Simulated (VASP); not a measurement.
# B25N23 (a cell with a defect) in VASP: a series of runs

B25N23 (a cell with a defect) is run at these levels: PBE+D3(BJ); tasks: single point.

Everything below comes from runs of VASP 6.6.1. Logs are shortened: lines on timing, memory, paths and dates and some standing lists are left out, and cuts for length are marked.

## 1. The cell of the first run

The cell holds a defect, 48 atoms: a = 7.950 Å, b = 8.335 Å, c = 8.335 Å, α = 73.93°, β = 62.09°, γ = 62.09°.

## 2. Single point, PBE+D3(BJ)

File INCAR:

```
SYSTEM = B25N23
PREC     = Accurate       ! precision mode
ENCUT    = 520            ! plane-wave cutoff, eV
EDIFF    = 1E-6           ! SCF threshold, eV
ISMEAR   = 0              ! smearing method
SIGMA    = 0.01           ! smearing width, eV
LREAL    = Auto         
LASPH    = .TRUE.         ! aspherical terms in the spheres
NELM     = 100            ! most SCF steps
ALGO     = Normal         ! electronic algorithm
ISIF     = 2              ! what is computed and relaxed
LWAVE    = .FALSE.        ! write WAVECAR
LCHARG   = .FALSE.        ! write CHGCAR
GGA      = PE             ! functional
IVDW     = 12             ! dispersion correction
NBANDS   = 125            ! bands
```

File KPOINTS:

```
Automatic mesh
0
Gamma
  2 2 2
  0.5 0.5 0.5
```

File POSCAR:

```
B25N23
1.0
   -6.2652845342     -3.6172637124      3.2948837584
   -7.5183414411      1.4469054850     -3.2948837584
   -2.5061138137     -7.2345274247     -3.2948837584
B N
25 23
Direct
    0.9913902564      0.0054256915      0.0054256915
    0.8277646749      0.7948412908      0.0444778089
    0.8277646749      0.0444778089      0.7948412908
    0.6611556996      0.5867498206      0.0848322719
    0.1576253504      0.2125772201      0.9673394879
    0.6622666097      0.8359259503      0.8359259503
    0.2025069180      0.4305291641      0.7027598323
    0.6611556996      0.0848322719      0.5867498206
    0.2025069180      0.7027598323      0.4305291641
    0.1576253504      0.9673394879      0.2125772201
    0.4951215179      0.3789021579      0.1292738426
    0.4956132287      0.6279245082      0.8776092178
    1.0027631230      0.2480914323      0.7480860728
    0.4956132287      0.8776092178      0.6279245082
    1.0186850748      0.4766433174      0.4766433174
    0.4951215179      0.1292738426      0.3789021579
    1.0027631230      0.7480860728      0.2480914323
    0.3299092227      0.4193664388      0.9238500248
    0.3387358373      0.6633307541      0.6633307541
    0.8251973701      0.2917993670      0.5447427577
    0.3299092227      0.9238500248      0.4193664388
    0.8251973701      0.5447427577      0.2917993670
    0.6616755254      0.3361242851      0.3361242851
    0.3245725665      0.1733293010      0.1733293010
    0.1772778518      0.5138949891      0.5138949891
    0.9440920200      0.3406869395      0.5940899056
    0.9440920200      0.5940899056      0.3406869395
    0.7692671223      0.1408208135      0.6437025581
    0.2869136659      0.7657032665      0.5080173385
    0.7697319161      0.3923155200      0.3923155200
    0.2684587692      0.0220141037      0.2699390293
    0.7692671223      0.6437025581      0.1408208135
    0.2684587692      0.2699390293      0.0220141037
    0.2869136659      0.5080173385      0.7657032665
    0.6064188369      0.9324126055      0.6836074229
    0.6073017838      0.1830816761      0.4334188515
    0.1154646756      0.8087167752      0.2992161805
    0.6073017838      0.4334188515      0.1830816761
    0.0960859174      0.0650020278      0.0650020278
    0.6064188369      0.6836074229      0.9324126055
    0.1154646756      0.2992161805      0.8087167752
    0.4388420470      0.9785959144      0.4767769079
    0.4385445266      0.2269794557      0.2269794557
    0.9384120604      0.8507134509      0.1008771520
    0.4388420470      0.4767769079      0.9785959144
    0.9384120604      0.1008771520      0.8507134509
    0.7726061242      0.8918599532      0.8918599532
    0.4406276211      0.7243651468      0.7243651468
```

Potentials or basis: VASP PAW PBE potentials, release 64 (B, N).

On the command line:

```sh
> cat potpaw_PBE.64/B/POTCAR potpaw_PBE.64/N/POTCAR > POTCAR
> mpirun -np 1 vasp_std > vasp.out
```

OUTCAR:

```text
SYSTEM = B25N23
   PREC = Accurate
   ENCUT = 520
   EDIFF = 1E-6
   ISMEAR = 0
   LREAL = Auto
   LASPH = .TRUE.
   NELM = 100
   ISIF = 2
   GGA = PE
   IVDW = 12
 IVDW          = 12

 ion  position               nearest neighbor table
   1  0.991  0.005  0.005-  39 1.45  46 1.45  44 1.45
   2  0.828  0.795  0.044-  47 1.44  32 1.44  44 1.45
   3  0.828  0.044  0.795-  47 1.44  28 1.44  46 1.45
   4  0.661  0.587  0.085-  32 1.44  40 1.44  38 1.45
   5  0.158  0.213  0.967-  41 1.43  39 1.43  33 1.45
   6  0.662  0.836  0.836-  35 1.44  40 1.44  47 1.45
[... 40 lines left out ...]
  47  0.773  0.892  0.892-   2 1.44   3 1.44   6 1.45
  48  0.441  0.724  0.724-  19 1.45  12 1.45  14 1.45

  LATTYP: Found a base centered monoclinic cell.
 ALAT       =    13.3195835820
 B/A-ratio  =     0.7526102594
 C/A-ratio  =     0.5968284200
 COS(beta)  =    -0.5858187916

  Lattice vectors:

 A1 = (   7.5183414411,  -1.4469054850,   3.2948837584)
 A2 = (   2.5061138137,   7.2345274247,   3.2948837584)
 A3 = (  -6.2652845342,  -3.6172637124,   3.2948837584)

Analysis of symmetry for initial positions (statically):
=====================================================================
 Subroutine PRICEL returns:
 Original cell was already a primitive cell.

 Routine SETGRP: Setting up the symmetry group for a
 base centered monoclinic supercell.

 Subroutine GETGRP returns: Found  2 space group operations
 (whereof  2 operations were pure point group operations)
 out of a pool of  4 trial point group operations.

The static configuration has the point symmetry C_1h.

Analysis of symmetry for dynamics (positions and initial velocities):
=====================================================================
 Subroutine PRICEL returns:
 Original cell was already a primitive cell.

 Routine SETGRP: Setting up the symmetry group for a
 base centered monoclinic supercell.

 Subroutine GETGRP returns: Found  2 space group operations
 (whereof  2 operations were pure point group operations)
 out of a pool of  4 trial point group operations.

The dynamic configuration has the point symmetry C_1h.

 Subroutine INISYM returns: Found  2 space group operations
 (whereof  2 operations are pure point group operations),
 and found     1 'primitive' translations

----------------------------------------------------------------------------------------
[... 167 lines left out ...]
   IBRION =     -1    ionic relax: 0-MD 1-quasi-New 2-CG
   NFREE  =      0    steps in history (QN), initial steepest desc. (CG)
   ISIF   =      2    stress and relaxation
   ISYM   =      2    0-nonsym 1-usesym 2-fastsym
   POTIM  = 0.5000    time-step for ionic-motion
   TEBEG  =    0.0;   TEEND  =   0.0 temperature during run
   PSTRESS=    0.0 pullay stress
   NELECT =     190.0000    total number of electrons
   NUPDOWN=      -1.0000    fix difference up-down
   EMIN   =  10.00;   EMAX   =-10.00  energy-range for DOS
   EFERMI =   0.00;   METHOD = LEGACY
   ISMEAR =     0;   SIGMA  =   0.01  broadening in eV -4-tet -1-fermi 0-gaus
   EFERMI_NEDOS =   21; number of points for ismear=-14 and -15
   IALGO  =     38    algorithm
   IMIX   =      4    mixing-type and parameters
     AMIX     =   0.40;   BMIX     =  1.00
     AMIX_MAG =   1.60;   BMIX_MAG =  1.00
  volume/ion in A,a.u.               =       8.96        60.47
  Fermi-wavevector in a.u.,A,eV,Ry     =   1.246804  2.356118 21.150531  1.554520
  Thomas-Fermi vector in A             =   2.380965
   LORBIT       =      0    0 simple, 1 ext, 2 COOP (PROOUT), +10 PAW based schemes
   GGA     = PE    functional components
   LHFCALC =     F    Hartree Fock is set to
   AEXX    =    0.0000 exact exchange contribution
   IVDW    =    12    specifies the selected vdW correction
   LEPSILON=     F    determine dielectric tensor
   LRPA    =     F    only Hartree local field effects (RPA)
 non-spin polarized calculation
 Gauss-broadening in eV      SIGMA  =   0.01
  energy-cutoff  :      520.00
  volume of cell :      430.11
 maximum number of plane-waves:     11603
   NGX = 29   NGY = 31   NGZ = 31

 number of electron     189.9999999 magnetization

 Free energy of the ion-electron system (eV)
  ---------------------------------------------------
  ext. energy  EPLUGINS =         0.00000000
  ---------------------------------------------------
  free energy    TOTEN  =      -413.09509078 eV

  energy without entropy =     -413.09509078  energy(sigma->0) =     -413.09509078

 E-fermi :   3.0477     XC(G=0): -10.1187

 val. band max:        2.9984915470   @ k =   0.2500   0.2500   0.2500
 cond. band min:       4.3481442551   @ k =   0.2500   0.2500   0.2500
 fundamental gap:      1.3496527081
 Fermi energy:         3.0477456045

 k-point     1 :       0.2500    0.2500    0.2500
  band No.  band energies     occupation
      1     -15.3957      2.00000
      2     -15.0474      2.00000
      3     -14.5262      2.00000
      4     -14.4815      2.00000
      5     -14.3212      2.00000
      6     -14.1286      2.00000
[... 319 lines left out ...]
    106       8.5767      0.00000
    107       8.6803      0.00000
 [bands above 107 left out]

------------------------ aborting loop because EDIFF is reached ----------------------------------------

 Edisp (eV)   -6.91141

 E8    (eV) :    -2.0395

  FORCE on cell =-STRESS in cart. coord.  units (eV):
  Direction    XX          YY          ZZ          XY          YZ          ZX
  --------------------------------------------------------------------------------------
  -------------------------------------------------------------------------------------
  Total      17.55094    17.29913    -0.27828     0.21808    -0.02754    -0.04769
  in kB      65.37738    64.43936    -1.03658     0.81235    -0.10257    -0.17766
  external pressure =       42.93 kB  Pullay stress =        0.00 kB

 VOLUME and BASIS-vectors are now :
 -----------------------------------------------------------------------------
  energy-cutoff  :      520.00
  volume of cell :      430.11
      direct lattice vectors                 reciprocal lattice vectors
    -6.265284534 -3.617263712  3.294883758    -0.066504029 -0.038396119  0.134889264
    -7.518341441  1.446905485 -3.294883758    -0.083130037  0.067193209 -0.084305790
    -2.506113814 -7.234527425 -3.294883758     0.016626007 -0.105589328 -0.084305790

 POSITION                                       TOTAL-FORCE (eV/Angst)
 -----------------------------------------------------------------------------------
     -6.26573     -3.61752      3.23076         0.001606      0.000927      0.000151
    -11.27354     -2.16596     -0.03807        -0.001905      0.000303     -0.004076
     -7.51254     -8.68019     -0.03807        -0.000690     -0.001801     -0.004076
     -8.76631     -2.15632     -0.03435        -0.005004      0.004706      0.005115
     -5.01006     -7.26084     -3.36833        -0.000013     -0.001354     -0.010767
    -12.52899     -7.23362     -3.32647        -0.001531     -0.000884      0.006350
[... 40 lines left out ...]
    -13.78101     -7.95647     -3.33150         0.000074      0.000042      0.000616
    -10.02202     -5.78622     -3.32158         0.000197      0.000114     -0.001978
 -----------------------------------------------------------------------------------
    total drift:                               -0.002819     -0.001628     -0.000436

  FREE ENERGIE OF THE ION-ELECTRON SYSTEM (eV)
  ---------------------------------------------------
  free  energy   TOTEN  =      -420.0065049477 eV

  energy  without entropy=     -420.0065049477  energy(sigma->0) =     -420.00650495
```

Run time: 8.5 min. Hardware: 1 thread of Oxide Virtual Turin-like, shared host; peak memory 0.52 GiB.

What came out:

```yaml
Free_energy: -420.0065 eV
Pressure: 4.3 GPa
Largest_force: 0.014 eV/Å
Band_gap_on_the_k_mesh: 1.35 eV
Dispersion_energy_per_atom: -0.144 eV
```

Forces on the atoms (eV/Å):
```
B    0.002  0.001  0.000
B   -0.002  0.000 -0.004
B   -0.001 -0.002 -0.004
B   -0.005  0.005  0.005
B    0.000 -0.001 -0.011
B   -0.002 -0.001  0.006
B    0.003  0.009  0.006
B    0.002 -0.007  0.005
B    0.010 -0.002  0.006
B   -0.001  0.001 -0.011
B    0.002  0.006  0.000
B    0.000  0.002 -0.003
B   -0.003  0.003  0.009
B    0.002 -0.001 -0.003
B   -0.011 -0.007  0.006
B    0.006 -0.001  0.000
B    0.001 -0.004  0.009
B    0.000 -0.002 -0.004
B    0.003  0.002  0.012
B    0.000  0.003 -0.010
B   -0.001  0.001 -0.004
B    0.003 -0.001 -0.010
B   -0.006 -0.003  0.006
B    0.005  0.003  0.004
B    0.002  0.001 -0.007
N   -0.002 -0.005 -0.003
N   -0.005  0.000 -0.003
N    0.000  0.002  0.002
N    0.001 -0.007 -0.007
N    0.002  0.001  0.005
N   -0.001  0.000  0.002
N    0.002 -0.001  0.002
N   -0.001  0.000  0.002
N   -0.006  0.005 -0.007
N   -0.003  0.002 -0.001
N    0.000  0.002  0.003
N    0.005  0.000 -0.003
N    0.002 -0.001  0.003
N   -0.001 -0.001  0.004
N    0.000 -0.003 -0.001
N    0.002  0.004 -0.003
N   -0.001  0.003  0.003
N   -0.003 -0.001  0.001
N    0.000  0.000  0.000
N    0.002 -0.002  0.003
N    0.000  0.000  0.000
N    0.000  0.000  0.001
N    0.000  0.000 -0.002
```

Stress tensor (GPa, compression positive):
```
 6.54  0.08 -0.02
 0.08  6.44 -0.01
-0.02 -0.01 -0.10
```

## 3. Single point, PBE+D3(BJ)

File INCAR:

```
  PREC = Accurate
  ENCUT = 520
  EDIFF = 1E-6
  ISMEAR = 0
  SIGMA = 0.01
  LREAL = Auto
  LASPH = True
  NELM = 100
  ALGO = Normal
  ISIF = 2
  LWAVE = False
  LCHARG = True
  GGA = PE
  IVDW = 12
  LELF = True
  LVHAR = True
  NBANDS = 125
  NELECT = 192.0
```

KPOINTS is that of step 2.

File POSCAR:

```
B25N23
1.0
   -6.2652845342     -3.6172637124      3.2948837584
   -7.5183414411      1.4469054850     -3.2948837584
   -2.5061138137     -7.2345274247     -3.2948837584
B N
25 23
Direct
    0.9886255957      0.0065531894      0.0065531894
    0.8303299653      0.7933032711      0.0428281735
    0.8303299653      0.0428281735      0.7933032711
    0.6737540677      0.5781940586      0.0780473592
    0.1532883664      0.2158348000      0.9670434357
    0.6753429189      0.8277541214      0.8277541214
    0.1894349413      0.4428381603      0.6993153541
    0.6737540677      0.0780473592      0.5781940586
    0.1894349413      0.6993153541      0.4428381603
    0.1532883664      0.9670434357      0.2158348000
    0.5064816562      0.3710065975      0.1229133877
    0.4973039246      0.6269755066      0.8771594897
    0.9898246195      0.2569178240      0.7557677693
    0.4973039246      0.8771594897      0.6269755066
    1.0175500691      0.4853912505      0.4853912505
    0.5064816562      0.1229133877      0.3710065975
    0.9898246195      0.7557677693      0.2569178240
    0.3237518234      0.4240099580      0.9248741878
    0.3220472403      0.6736420136      0.6736420136
    0.8223360449      0.2960989504      0.5481849372
    0.3237518234      0.9248741878      0.4240099580
    0.8223360449      0.5481849372      0.2960989504
    0.6717558590      0.3296002323      0.3296002323
    0.3348162017      0.1664586821      0.1664586821
    0.1920451759      0.5049661009      0.5049661009
    0.9295702074      0.3509497180      0.6046945705
    0.9295702074      0.6046945705      0.3509497180
    0.7727833275      0.1394456700      0.6415004563
    0.2687359057      0.7753661556      0.5206635821
    0.7702064239      0.3921206226      0.3921206226
    0.2708810323      0.0197531604      0.2682600209
    0.7727833275      0.6415004563      0.1394456700
    0.2708810323      0.2682600209      0.0197531604
    0.2687359057      0.5206635821      0.7753661556
    0.6149141536      0.9278887564      0.6782465173
    0.6290573597      0.1693490927      0.4200320457
    0.0998908560      0.8163773270      0.3090542451
    0.6290573597      0.4200320457      0.1693490927
    0.0971551080      0.0638949149      0.0638949149
    0.6149141536      0.6782465173      0.9278887564
    0.0998908560      0.3090542451      0.8163773270
    0.4395781859      0.9781529098      0.4760988666
    0.4610599880      0.2118874261      0.2118874261
    0.9342793832      0.8531898301      0.1023349882
    0.4395781859      0.4760988666      0.9781529098
    0.9342793832      0.1023349882      0.8531898301
    0.7794443723      0.8875097640      0.8875097640
    0.4354154060      0.7288905490      0.7288905490
```

Potentials or basis: VASP PAW PBE potentials, release 64 (B, N).

On the command line:

```sh
> cat potpaw_PBE.64/B/POTCAR potpaw_PBE.64/N/POTCAR > POTCAR
> mpirun -np 1 vasp_std > vasp.out
```

Run time: 13 min. Hardware: 1 thread of Oxide Virtual Turin-like, shared host; peak memory 0.51 GiB.

It converged, with:

| Quantity | Value |
| --- | --- |
| Free energy | -410.6824 eV |
| Largest force | 0.008 eV/Å |
| Dispersion energy per atom | -0.144 eV |

Forces in eV/Å, atoms in the order of the input:
```
B    0.001  0.001 -0.001
B    0.000 -0.002  0.001
B   -0.002  0.001  0.001
B    0.000 -0.001  0.001
B   -0.001 -0.001 -0.001
B    0.001  0.001  0.004
B   -0.001  0.002  0.001
B    0.000  0.000  0.001
B    0.001 -0.002  0.001
B   -0.001  0.000 -0.001
B   -0.001  0.002  0.002
B   -0.003  0.000 -0.001
B    0.000  0.002 -0.004
B   -0.001 -0.003 -0.001
B   -0.004 -0.002  0.001
B    0.001 -0.002  0.002
B    0.002 -0.002 -0.004
B    0.002  0.001 -0.001
B    0.001  0.001 -0.004
B    0.000  0.001 -0.002
B    0.002  0.002 -0.001
B    0.001 -0.001 -0.002
B   -0.001 -0.001  0.001
B    0.001  0.000 -0.002
B    0.002  0.001  0.007
N    0.000 -0.003  0.001
N   -0.003  0.002  0.001
N    0.000  0.000  0.000
N    0.001 -0.002  0.001
N    0.001  0.000 -0.001
N    0.001  0.000  0.001
N    0.000  0.000  0.000
N    0.001  0.000  0.001
N   -0.002  0.002  0.001
N    0.000 -0.001 -0.002
N    0.000 -0.001 -0.002
N    0.003  0.001  0.002
N   -0.001  0.000 -0.002
N   -0.002 -0.001  0.001
N   -0.001  0.001 -0.002
N    0.002  0.002  0.002
N   -0.001  0.002  0.000
N    0.000  0.000 -0.002
N    0.000  0.002  0.000
N    0.001 -0.002  0.000
N    0.002 -0.001  0.000
N    0.001  0.001 -0.002
N   -0.001 -0.001  0.002
```

Levels at points of the mesh, in eV from the Fermi level:
```tsv
k point	band 93	band 94	band 95	band 96	band 97	band 98	band 99	band 100
(0.25, 0.25, 0.25)	-2.99	-1.09	-0.95	-0.16	1.94	1.99	2.14	2.18
```

Caveat: the cell carries a net charge on a neutralising background, which shifts energy and pressure; the cell is charged against a uniform background, so pressure and absolute levels hang on convention.
